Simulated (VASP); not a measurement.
# CdS3 (Pm-3m) in VASP: a series of runs

Runs on CdS3. Level: PBE. Tasks: single point, relaxation of cell and atoms.

Program: VASP 6.6.1. These are calculated values, not measurements. Logs are shortened: lines on timing, memory, paths and dates and some standing lists are left out, and cuts for length are marked.

### 1 The cell of the first run

The structure is cubic, space group Pm-3m (No. 221). Conventional cell: a = 4.214 Å, b = 4.214 Å, c = 4.214 Å, α = 90.00°, β = 90.00°, γ = 90.00°. Within 3.9 Å of Cd (site symmetry m-3m) lie 12 S at 2.98 Å. Within 3.9 Å of S (site symmetry 4/mmm) lie 4 Cd at 2.98 Å and 8 S at 2.98 Å.

### 2 Single point, PBE

INCAR reads:

```
SYSTEM = CdS3
PREC = Accurate
ENCUT = 520
EDIFF = 1E-6
ISMEAR = 0
SIGMA = 0.1
LREAL = .False.
LASPH = .True.
NELM = 80
ALGO = Normal
ISIF = 2
LWAVE = .False.
LCHARG = .False.
GGA = PE
NBANDS = 23
```

KPOINTS reads:

```
regular mesh
0
Gamma
  4 4 4
  0 0 0
```

POSCAR reads:

```
CdS3
1.0
    4.2143861599      0.0000000000      0.0000000000
    0.0000000000      4.2143861599      0.0000000000
    0.0000000000      0.0000000000      4.2143861599
Cd S
1 3
Direct
    0.0000000000      0.0000000000      0.0000000000
    0.0000000000      0.5000000000      0.5000000000
    0.5000000000      0.0000000000      0.5000000000
    0.5000000000      0.5000000000      0.0000000000
```

Potentials or basis: VASP PAW PBE potentials, release 64 (Cd, S).

Launch:

```bash
cat potpaw_PBE.64/Cd/POTCAR potpaw_PBE.64/S/POTCAR > POTCAR
mpirun -np 1 vasp_std > vasp.out
```

OUTCAR:

```text
SYSTEM = CdS3
   PREC = Accurate
   ENCUT = 520
   EDIFF = 1E-6
   ISMEAR = 0
   LREAL = .False.
   LASPH = .True.
   NELM = 80
   ISIF = 2
   GGA = PE

 ion  position               nearest neighbor table
   1  0.000  0.000  0.000-   2 2.98   3 2.98   4 2.98   2 2.98   3 2.98   2 2.98   4 2.98   2 2.98
                             3 2.98   4 2.98   3 2.98   4 2.98
   2  0.000  0.500  0.500-   1 2.98   1 2.98   1 2.98   1 2.98
   3  0.500  0.000  0.500-   1 2.98   1 2.98   1 2.98   1 2.98
   4  0.500  0.500  0.000-   1 2.98   1 2.98   1 2.98   1 2.98

  LATTYP: Found a simple cubic cell.
 ALAT       =     4.2143861599

  Lattice vectors:

 A1 = (   4.2143861599,   0.0000000000,   0.0000000000)
 A2 = (   0.0000000000,   4.2143861599,   0.0000000000)
 A3 = (   0.0000000000,   0.0000000000,   4.2143861599)

Analysis of symmetry for initial positions (statically):
=====================================================================
 Subroutine PRICEL returns:
 Original cell was already a primitive cell.

 Routine SETGRP: Setting up the symmetry group for a
 simple cubic supercell.

 Subroutine GETGRP returns: Found 48 space group operations
 (whereof 48 operations were pure point group operations)
 out of a pool of 48 trial point group operations.

The static configuration has the point symmetry O_h .

Analysis of symmetry for dynamics (positions and initial velocities):
=====================================================================
 Subroutine PRICEL returns:
 Original cell was already a primitive cell.

 Routine SETGRP: Setting up the symmetry group for a
 simple cubic supercell.

 Subroutine GETGRP returns: Found 48 space group operations
 (whereof 48 operations were pure point group operations)
 out of a pool of 48 trial point group operations.

The dynamic configuration has the point symmetry O_h .

 Subroutine INISYM returns: Found 48 space group operations
 (whereof 48 operations are pure point group operations),
 and found     1 'primitive' translations

----------------------------------------------------------------------------------------

                                     Primitive cell

  volume of cell :      74.8519

[... 71 lines left out ...]
   ISPIN  =      1    spin polarized calculation?
   LNONCOLLINEAR =      F non collinear calculations
   LSORBIT =      F    spin-orbit coupling
   LASPH  =      T    aspherical Exc in radial PAW
   ENCUT  =  520.0 eV  38.22 Ry    6.18 a.u.   7.84  7.84  7.84*2*pi/ulx,y,z
   NELM   =     80;   NELMIN=  2; NELMDL= -5     # of ELM steps
   EDIFF  = 0.1E-05   stopping-criterion for ELM
   LREAL  =      F    real-space projection
   EDIFFG = 0.1E-04   stopping-criterion for IOM
   NSW    =      0    number of steps for IOM
   IBRION =     -1    ionic relax: 0-MD 1-quasi-New 2-CG
   NFREE  =      0    steps in history (QN), initial steepest desc. (CG)
   ISIF   =      2    stress and relaxation
   ISYM   =      2    0-nonsym 1-usesym 2-fastsym
   POTIM  = 0.5000    time-step for ionic-motion
   TEBEG  =    0.0;   TEEND  =   0.0 temperature during run
   PSTRESS=    0.0 pullay stress
   NELECT =      30.0000    total number of electrons
   NUPDOWN=      -1.0000    fix difference up-down
   EMIN   =  10.00;   EMAX   =-10.00  energy-range for DOS
   EFERMI =   0.00;   METHOD = LEGACY
   ISMEAR =     0;   SIGMA  =   0.10  broadening in eV -4-tet -1-fermi 0-gaus
   EFERMI_NEDOS =   21; number of points for ismear=-14 and -15
   IALGO  =     38    algorithm
   IMIX   =      4    mixing-type and parameters
     AMIX     =   0.40;   BMIX     =  1.00
     AMIX_MAG =   1.60;   BMIX_MAG =  1.00
  volume/ion in A,a.u.               =      18.71       126.28
  Fermi-wavevector in a.u.,A,eV,Ry     =   1.207019  2.280936 19.822272  1.456896
  Thomas-Fermi vector in A             =   2.342669
   LORBIT       =      0    0 simple, 1 ext, 2 COOP (PROOUT), +10 PAW based schemes
   GGA     = PE    functional components
   LHFCALC =     F    Hartree Fock is set to
   AEXX    =    0.0000 exact exchange contribution
   IVDW    =     0    specifies the selected vdW correction
   LEPSILON=     F    determine dielectric tensor
   LRPA    =     F    only Hartree local field effects (RPA)
 non-spin polarized calculation
 Gauss-broadening in eV      SIGMA  =   0.10
  energy-cutoff  :      520.00
  volume of cell :       74.85
 maximum number of plane-waves:      2040
 NGX is ok and might be reduce to    32
   NGX = 15   NGY = 15   NGZ = 15

 number of electron      30.0000024 magnetization

 Free energy of the ion-electron system (eV)
  ---------------------------------------------------
  ext. energy  EPLUGINS =         0.00000000
  ---------------------------------------------------
  free energy    TOTEN  =       -10.11310978 eV

  energy without entropy =      -10.09411878  energy(sigma->0) =      -10.10361428

 E-fermi :   4.9778     XC(G=0): -10.6859

 val. band max:        4.8141846646   @ k =   0.2500   0.2500   0.2500
 cond. band min:       4.9795091580   @ k =   0.5000   0.2500   0.0000
 fundamental gap:      0.1653244934
 Fermi energy:         4.9778246908

 k-point     1 :       0.0000    0.0000    0.0000
  band No.  band energies     occupation
      1      -9.9302      2.00000
      2      -6.2881      2.00000
      3      -6.2881      2.00000
      4      -3.2411      2.00000
      5      -3.2411      2.00000
      6      -3.2411      2.00000
[... 249 lines left out ...]
     22      14.8418      0.00000
     23      14.8418      0.00000

------------------------ aborting loop because EDIFF is reached ----------------------------------------

  FORCE on cell =-STRESS in cart. coord.  units (eV):
  Direction    XX          YY          ZZ          XY          YZ          ZX
  --------------------------------------------------------------------------------------
  -------------------------------------------------------------------------------------
  Total       -0.0723782     -0.0723782     -0.0723782      0.0000000     -0.0000000     -0.0000000
  in kB       -1.5492282     -1.5492282     -1.5492282      0.0000000     -0.0000000     -0.0000000
  external PRESSURE =      -1.5492282 kB  Pullay stress =       0.0000000 kB

 VOLUME and BASIS-vectors are now :
 -----------------------------------------------------------------------------
  energy-cutoff  :      520.00
  volume of cell :       74.85
      direct lattice vectors                 reciprocal lattice vectors
     4.214386160  0.000000000  0.000000000     0.237282480  0.000000000  0.000000000
     0.000000000  4.214386160  0.000000000     0.000000000  0.237282480  0.000000000
     0.000000000  0.000000000  4.214386160     0.000000000  0.000000000  0.237282480

 POSITION                                       TOTAL-FORCE (eV/Angst)
 -----------------------------------------------------------------------------------
      0.00000      0.00000      0.00000         0.000000      0.000000      0.000000
      0.00000      2.10719      2.10719         0.000000      0.000000      0.000000
      2.10719      0.00000      2.10719         0.000000      0.000000      0.000000
      2.10719      2.10719      0.00000         0.000000      0.000000      0.000000
 -----------------------------------------------------------------------------------
    total drift:                                0.000000     -0.000000     -0.000000

  FREE ENERGIE OF THE ION-ELECTRON SYSTEM (eV)
  ---------------------------------------------------
  free  energy   TOTEN  =       -10.1131097822 eV

  energy  without entropy=      -10.0941187785  energy(sigma->0) =      -10.10361428
```

OSZICAR:

```text
N       E                     dE             d eps       ncg     rms          rms(c)
DAV:   1     0.187631400154E+03    0.18763E+03   -0.14760E+04   460   0.122E+03
DAV:   2     0.493008817598E+00   -0.18714E+03   -0.17629E+03   574   0.273E+02
DAV:   3    -0.104344949684E+02   -0.10928E+02   -0.10649E+02   551   0.656E+01
DAV:   4    -0.105482950032E+02   -0.11380E+00   -0.11357E+00   551   0.720E+00
DAV:   5    -0.105502514401E+02   -0.19564E-02   -0.19561E-02   579   0.900E-01    0.115E+01
DAV:   6    -0.101424482718E+02    0.40780E+00   -0.67502E-01   572   0.949E+00    0.789E+00
DAV:   7    -0.101151978778E+02    0.27250E-01   -0.13164E-01   565   0.247E+00    0.252E+00
DAV:   8    -0.101131250292E+02    0.20728E-02   -0.11842E-02   544   0.102E+00    0.265E-01
DAV:   9    -0.101130627951E+02    0.62234E-04   -0.61947E-04   579   0.205E-01    0.758E-02
DAV:  10    -0.101130983383E+02   -0.35543E-04   -0.76133E-05   544   0.577E-02    0.302E-02
DAV:  11    -0.101131101852E+02   -0.11847E-04   -0.14308E-05   565   0.373E-02    0.539E-03
DAV:  12    -0.101131097822E+02    0.40299E-06   -0.93803E-07   356   0.118E-02
   1 F= -.10113110E+02 E0= -.10103614E+02  d E =-.189910E-01
```

stdout:

```text
POSCAR found type information on POSCAR CdS
 POSCAR found :  2 types and       4 ions
 scaLAPACK will be used
 LDA part: xc-table for (Slater+PW92), standard interpolation
 POSCAR, INCAR and KPOINTS ok, starting setup
 FFT: planning ... GRIDC
 FFT: planning ... GRID_SOFT
 FFT: planning ... GRID
 WAVECAR not read
 entering main loop
```

It took 6.3 s on 1 thread of Intel Xeon 6975P-C (Granite Rapids), shared host; peak memory 0.17 GiB.

Results:

```
Free energy            : -10.1131 eV
Pressure               : -0.2 GPa
Band gap on the k mesh : zero (bands 15 and 16 overlap by 1.47 eV)
```

Levels at points of the mesh, in eV from the Fermi level:
```tsv
k point	band 11	band 12	band 13	band 14	band 15	band 16	band 17	band 18	band 19	band 20
(0.00, 0.00, 0.00)	-4.99	-1.08	-1.08	-1.08	-0.90	0.76	0.76	0.76	6.60	6.60
(0.50, 0.00, 0.00)	-3.50	-2.72	-2.72	-1.84	-1.66	0.45	0.45	3.40	3.82	6.62
(0.50, 0.50, 0.00)	-2.71	-2.71	-2.32	-1.85	-1.85	1.09	1.18	2.40	3.93	7.27
(0.50, 0.50, 0.50)	-5.57	-5.57	-1.80	1.11	1.11	1.11	1.22	1.22	9.32	9.32
```

Caveat: the k points lie up to 0.37 Å⁻¹ apart, too coarse for converged energies and pressures of a metal.

(Part 1 of 2 ends here.)

The gap in the log of VASP goes by the Fermi energy; the results here count the filled bands.